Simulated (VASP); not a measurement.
# Sn (Im-3m) in VASP: notebook

Runs on Sn. Level: PBEsol. Tasks: relaxation of cell and atoms, single point.

Program: VASP 6.6.1. These are calculated values, not measurements. Logs are shortened: lines on timing, memory, paths and dates and some standing lists are left out, and cuts for length are marked.

### 1 The cell of the first run

The structure is cubic, space group Im-3m (No. 229). Conventional cell: a = 3.789 Å, b = 3.789 Å, c = 3.789 Å, α = 90.00°, β = 90.00°, γ = 90.00°. Within 4.3 Å of Sn (site symmetry m-3m) lie 14 Sn at 3.28 to 3.79 Å.

### 2 Relaxation of cell and atoms, PBEsol

Input file INCAR:

```
SYSTEM = Sn
ALGO     = Fast           ! electronic algorithm
EDIFF    = 1E-7           ! SCF threshold, eV
EDIFFG   = -0.005         ! ionic threshold
ENCUT    = 600            ! plane-wave cutoff, eV
GGA      = PS             ! functional
IBRION   = 2              ! ionic algorithm
ISIF     = 3              ! what is computed and relaxed
ISMEAR   = 0              ! smearing method
LASPH    = .TRUE.         ! aspherical terms in the spheres
LCHARG   = .FALSE.        ! write CHGCAR
LREAL    = .FALSE.        ! projectors in reciprocal space
LWAVE    = .FALSE.        ! write WAVECAR
NELM     = 100            ! most SCF steps
NSW      = 100            ! ionic steps
PREC     = Accurate       ! precision mode
SIGMA    = 0.1            ! smearing width, eV
```

Input file KPOINTS:

```
k-points
0
G
  16 16 16
  0 0 0
```

Input file POSCAR:

```
Sn
1.0
   -1.8946518192      1.8946518192      1.8946518192
    1.8946518192     -1.8946518192      1.8946518192
    1.8946518192      1.8946518192     -1.8946518192
Sn
1
Direct
    0.0000000000      0.0000000000      0.0000000000
```

Potentials or basis: VASP PAW PBE potentials, release 64 (Sn_d).

The run is started by

```
> cat potpaw_PBE.64/Sn_d/POTCAR > POTCAR
> mpirun -np 1 vasp_std > vasp.out
```

OUTCAR:

```text
SYSTEM = Sn
   EDIFF = 1E-7
   EDIFFG = -0.005
   ENCUT = 600
   GGA = PS
   IBRION = 2
   ISIF = 3
   ISMEAR = 0
   LASPH = .TRUE.
   LREAL = .FALSE.
   NELM = 100
   NSW = 100
   PREC = Accurate

 ion  position               nearest neighbor table
   1  0.000  0.000  0.000-

  LATTYP: Found a body centered cubic cell.
 ALAT       =     3.7893036384

  Lattice vectors:

 A1 = (  -1.8946518192,   1.8946518192,   1.8946518192)
 A2 = (   1.8946518192,  -1.8946518192,   1.8946518192)
 A3 = (   1.8946518192,   1.8946518192,  -1.8946518192)

Analysis of symmetry for initial positions (statically):
=====================================================================
 Subroutine PRICEL returns:
 Original cell was already a primitive cell.

 Routine SETGRP: Setting up the symmetry group for a
 body centered cubic supercell.

 Subroutine GETGRP returns: Found 48 space group operations
 (whereof 48 operations were pure point group operations)
 out of a pool of 48 trial point group operations.

The static configuration has the point symmetry O_h .

Analysis of symmetry for dynamics (positions and initial velocities):
=====================================================================
 Subroutine PRICEL returns:
 Original cell was already a primitive cell.

 Routine SETGRP: Setting up the symmetry group for a
 body centered cubic supercell.

 Subroutine GETGRP returns: Found 48 space group operations
 (whereof 48 operations were pure point group operations)
 out of a pool of 48 trial point group operations.

The dynamic configuration has the point symmetry O_h .

 Subroutine INISYM returns: Found 48 space group operations
 (whereof 48 operations are pure point group operations),
 and found     1 'primitive' translations

----------------------------------------------------------------------------------------

                                     Primitive cell

  volume of cell :      27.2050

  direct lattice vectors                    reciprocal lattice vectors
    -1.894651819  1.894651819  1.894651819     0.000000000  0.263900731  0.263900731
     1.894651819 -1.894651819  1.894651819     0.263900731  0.000000000  0.263900731
     1.894651819  1.894651819 -1.894651819     0.263900731  0.263900731  0.000000000

  length of vectors
     3.281633214  3.281633214  3.281633214     0.373211993  0.373211993  0.373211993

  position of ions in fractional coordinates (direct lattice)
     0.000000000  0.000000000  0.000000000

  ion indices of the primitive-cell ions
   primitive index   ion index
                 1           1

----------------------------------------------------------------------------------------

 KPOINTS: k-points

Automatic generation of k-mesh.
 Grid dimensions read from file:
 generate k-points for:   16   16   16

 Generating k-lattice:

  Cartesian coordinates                     Fractional coordinates (reciprocal lattice)
     0.000000000  0.016493796  0.016493796     0.062500000  0.000000000  0.000000000
     0.016493796  0.000000000  0.016493796     0.000000000  0.062500000  0.000000000
     0.016493796  0.016493796  0.000000000     0.000000000  0.000000000  0.062500000

  Length of vectors
     0.023325750  0.023325750  0.023325750

  Shift w.r.t. Gamma in fractional coordinates (k-lattice)
     0.000000000  0.000000000  0.000000000

 Subroutine IBZKPT returns following result:
 ===========================================

 Found    145 irreducible k-points:

 Following reciprocal coordinates:
            Coordinates               Weight
  0.000000  0.000000  0.000000      1.000000
  0.062500  0.000000  0.000000     12.000000
  0.125000  0.000000  0.000000     12.000000
  0.187500  0.000000  0.000000     12.000000
  0.250000  0.000000  0.000000     12.000000
  0.312500  0.000000  0.000000     12.000000
[... 16 lines left out ...]
  0.187500  0.187500  0.000000     24.000000
  0.250000  0.187500  0.000000     48.000000
 [... further k-points ...]
   k-points           NKPTS =    145   k-points in BZ     NKDIM =    145   number of bands    NBANDS=     11
   number of dos      NEDOS =    301   number of ions     NIONS =      1
   total plane-waves  NPLWV =  21952
   dimension x,y,z NGX =    28 NGY =   28 NGZ =   28
   dimension x,y,z NGXF=    56 NGYF=   56 NGZF=   56
   ions per type =               1
   NGX,Y,Z   is equivalent  to a cutoff of  14.18, 14.18, 14.18 a.u.
   NGXF,Y,Z  is equivalent  to a cutoff of  28.37, 28.37, 28.37 a.u.
 SYSTEM =  Sn
   PREC   = accura    normal or accurate (medium, high low for compatibility)
   ISTART =      0    job   : 0-new  1-cont  2-samecut
   ICHARG =      2    charge: 1-file 2-atom 10-const
   ISPIN  =      1    spin polarized calculation?
   LNONCOLLINEAR =      F non collinear calculations
   LSORBIT =      F    spin-orbit coupling
   LASPH  =      T    aspherical Exc in radial PAW
   ENCUT  =  600.0 eV  44.10 Ry    6.64 a.u.   6.55  6.55  6.55*2*pi/ulx,y,z
   NELM   =    100;   NELMIN=  2; NELMDL= -5     # of ELM steps
   EDIFF  = 0.1E-06   stopping-criterion for ELM
   LREAL  =      F    real-space projection
   EDIFFG = -.5E-02   stopping-criterion for IOM
   NSW    =    100    number of steps for IOM
   IBRION =      2    ionic relax: 0-MD 1-quasi-New 2-CG
   NFREE  =      1    steps in history (QN), initial steepest desc. (CG)
   ISIF   =      3    stress and relaxation
   ISYM   =      2    0-nonsym 1-usesym 2-fastsym
   POTIM  = 0.5000    time-step for ionic-motion
   TEBEG  =    0.0;   TEEND  =   0.0 temperature during run
   PSTRESS=    0.0 pullay stress
   NELECT =      14.0000    total number of electrons
   NUPDOWN=      -1.0000    fix difference up-down
   EMIN   =  10.00;   EMAX   =-10.00  energy-range for DOS
   EFERMI =   0.00;   METHOD = LEGACY
   ISMEAR =     0;   SIGMA  =   0.10  broadening in eV -4-tet -1-fermi 0-gaus
   EFERMI_NEDOS =   21; number of points for ismear=-14 and -15
   IALGO  =     68    algorithm
   IMIX   =      4    mixing-type and parameters
     AMIX     =   0.40;   BMIX     =  1.00
     AMIX_MAG =   1.60;   BMIX_MAG =  1.00
  volume/ion in A,a.u.               =      27.20       183.59
  Fermi-wavevector in a.u.,A,eV,Ry     =   1.311902  2.479136 23.416813  1.721087
  Thomas-Fermi vector in A             =   2.442332
   LORBIT       =      0    0 simple, 1 ext, 2 COOP (PROOUT), +10 PAW based schemes
   GGA     = PS    functional components
   LHFCALC =     F    Hartree Fock is set to
   AEXX    =    0.0000 exact exchange contribution
   IVDW    =     0    specifies the selected vdW correction
   LEPSILON=     F    determine dielectric tensor
   LRPA    =     F    only Hartree local field effects (RPA)
 conjugate gradient relaxation of ions
 non-spin polarized calculation
 RMM-DIIS sequential band-by-band and
 Gauss-broadening in eV      SIGMA  =   0.10
  energy-cutoff  :      600.00
  volume of cell :       27.20
 maximum number of plane-waves:       941
 NGX is ok and might be reduce to    28
   NGX = 13   NGY = 13   NGZ = 13

--------------------------------------- Ionic step        1  -------------------------------------------

 number of electron      13.9999996 magnetization

 Free energy of the ion-electron system (eV)
  ---------------------------------------------------
  ext. energy  EPLUGINS =         0.00000000
  ---------------------------------------------------
  free energy    TOTEN  =        -4.22261385 eV

  energy without entropy =       -4.21925160  energy(sigma->0) =       -4.22093273

------------------------ aborting loop because EDIFF is reached ----------------------------------------

  FORCE on cell =-STRESS in cart. coord.  units (eV):
  Direction    XX          YY          ZZ          XY          YZ          ZX
  --------------------------------------------------------------------------------------
  -------------------------------------------------------------------------------------
  Total       -0.2927036     -0.2927036     -0.2927036      0.0000000      0.0000000     -0.0000000
  in kB      -17.2381388    -17.2381388    -17.2381388      0.0000000      0.0000000     -0.0000000
  external PRESSURE =     -17.2381388 kB  Pullay stress =       0.0000000 kB

 VOLUME and BASIS-vectors are now :
 -----------------------------------------------------------------------------
  energy-cutoff  :      600.00
  volume of cell :       27.20
      direct lattice vectors                 reciprocal lattice vectors
    -1.894651819  1.894651819  1.894651819     0.000000000  0.263900731  0.263900731
     1.894651819 -1.894651819  1.894651819     0.263900731  0.000000000  0.263900731
     1.894651819  1.894651819 -1.894651819     0.263900731  0.263900731  0.000000000
[... 36 lines left out ...]
 POSITION                                       TOTAL-FORCE (eV/Angst)
 -----------------------------------------------------------------------------------
      1.86790      1.86790      1.86790        -0.000000      0.000000      0.000000
 -----------------------------------------------------------------------------------
    total drift:                                0.000000      0.000000      0.000000

  FREE ENERGIE OF THE ION-ELECTRON SYSTEM (eV)
  ---------------------------------------------------
  free  energy   TOTEN  =        -4.2278782876 eV

  energy  without entropy=       -4.2237811254  energy(sigma->0) =       -4.22582971

--------------------------------------- Ionic step        3  -------------------------------------------

 number of electron      14.0000001 magnetization

 Free energy of the ion-electron system (eV)
  ---------------------------------------------------
  ext. energy  EPLUGINS =         0.00000000
  ---------------------------------------------------
  free energy    TOTEN  =        -4.22810120 eV

  energy without entropy =       -4.22410345  energy(sigma->0) =       -4.22610233

 E-fermi :   8.3137     XC(G=0): -10.6698

 val. band max:        8.2996519533   @ k =  -0.2500   0.3750   0.1250
 cond. band min:       8.3189258476   @ k =   0.2500   0.1875   0.1250
 fundamental gap:      0.0192738943
 Fermi energy:         8.3136978369

 k-point     1 :       0.0000    0.0000    0.0000
  band No.  band energies     occupation
      1     -13.1066      2.00000
      2     -13.1066      2.00000
      3     -13.1066      2.00000
      4     -12.9509      2.00000
      5     -12.9509      2.00000
      6      -2.9999      2.00000
      7      16.6361      0.00000
      8      16.6361      0.00000
      9      16.6361      0.00000
     10      20.5509      0.00000
     11      20.5510      0.00000

 k-point     2 :       0.0625    0.0000    0.0000
  band No.  band energies     occupation
      1     -13.1086      2.00000
      2     -13.1037      2.00000
      3     -13.0973      2.00000
      4     -12.9531      2.00000
      5     -12.9511      2.00000
      6      -2.9121      2.00000
      7      15.8419      0.00000
      8      16.2660      0.00000
      9      16.5102      0.00000
     10      19.5996      0.00000
     11      19.8828      0.00000
[... 295 lines left out ...]
 k-point    24 :       0.2500    0.1875    0.0000
  band No.  band energies     occupation
      1     -13.1265      2.00000
      2     -13.0656      2.00000
      3     -12.9753      2.00000
      4     -12.9660      2.00000
      5     -12.9138      2.00000
      6       0.2309      2.00000
      7       7.3667      2.00000
      8       9.5179      0.00000
      9      13.2432      0.00000
     10      18.3915      0.00000
     11      19.5551      0.00000

 [... further k-points ...]

------------------------ aborting loop because EDIFF is reached ----------------------------------------

  FORCE on cell =-STRESS in cart. coord.  units (eV):
  Direction    XX          YY          ZZ          XY          YZ          ZX
  --------------------------------------------------------------------------------------
  -------------------------------------------------------------------------------------
  Total       -0.0001654     -0.0001654     -0.0001654     -0.0000000      0.0000000      0.0000000
  in kB       -0.0100989     -0.0100989     -0.0100989     -0.0000000      0.0000000      0.0000000
  external PRESSURE =      -0.0100989 kB  Pullay stress =       0.0000000 kB

 VOLUME and BASIS-vectors are now :
 -----------------------------------------------------------------------------
  energy-cutoff  :      600.00
  volume of cell :       26.25
      direct lattice vectors                 reciprocal lattice vectors
    -1.872170264  1.872170264  1.872170264     0.000000000  0.267069726  0.267069726
     1.872170264 -1.872170264  1.872170264     0.267069726  0.000000000  0.267069726
     1.872170264  1.872170264 -1.872170264     0.267069726  0.267069726  0.000000000

 POSITION                                       TOTAL-FORCE (eV/Angst)
 -----------------------------------------------------------------------------------
      0.00000      0.00000      0.00000         0.000000      0.000000      0.000000
 -----------------------------------------------------------------------------------
    total drift:                                0.000000     -0.000000     -0.000000

  FREE ENERGIE OF THE ION-ELECTRON SYSTEM (eV)
  ---------------------------------------------------
  free  energy   TOTEN  =        -4.2281012037 eV

  energy  without entropy=       -4.2241034516  energy(sigma->0) =       -4.22610233

 reached required accuracy - stopping structural energy minimisation
```

It took 87 s on 1 thread of Intel Xeon Platinum 8375C at 2.90GHz (Ice Lake), shared host; peak memory 0.2 GiB.

Results:

```
Free energy                            : -4.2281 eV
Relaxed volume                         : 26.25 Å³/atom
Relaxed cell                           : a = 3.243 Å, b = 3.243 Å, c = 3.243 Å, α = 109.47°, β = 109.47°, γ = 109.47°
Space group after relaxing (to 0.05 Å) : Im-3m (No. 229)
Energy gained by relaxing              : 5.5 meV/atom
Ionic steps                            : 3
Pressure after relaxing                : 0.0 GPa
Band gap on the k mesh                 : zero (band 7 reaches 16.64 eV, above the bottom of band 8 at 5.86 eV)
```

The path:
```tsv
step	energy change (eV)	largest force (eV/Å)	pressure (GPa)	volume (Å³)
1	0.0000	0.0000	-1.72	27.20
2	-0.0053	0.0000	0.41	26.07
3	-0.0055	0.0000	0.00	26.25
```

Final structure:
```xyz
1
Lattice="-1.8722 1.8722 1.8722 1.8722 -1.8722 1.8722 1.8722 1.8722 -1.8722" Properties=species:S:1:pos:R:3 pbc="T T T"
Sn    0.0000    0.0000    0.0000
```

Levels at points of the mesh, in eV from the Fermi level:
| k point | band 4 | band 5 | band 6 | band 7 | band 8 | band 9 | band 10 | band 11 |
| --- | --- | --- | --- | --- | --- | --- | --- | --- |
| (0.00, 0.00, 0.00) | -21.26 | -21.26 | -11.31 | 8.32 | 8.32 | 8.32 | 12.24 | 12.24 |
| (0.50, 0.00, 0.00) | -21.27 | -21.17 | -6.42 | -4.56 | 3.76 | 5.60 | 8.20 | 8.43 |
| (0.50, 0.50, 0.50) | -21.19 | -21.19 | -2.25 | -0.48 | -0.48 | -0.48 | 3.87 | 3.87 |

Caveat: the PAW data sets were made with another functional, which shifts forces and pressure a little; spin-orbit coupling is left out, which moves the levels of the heavy elements.

[end of part 1 of 2]
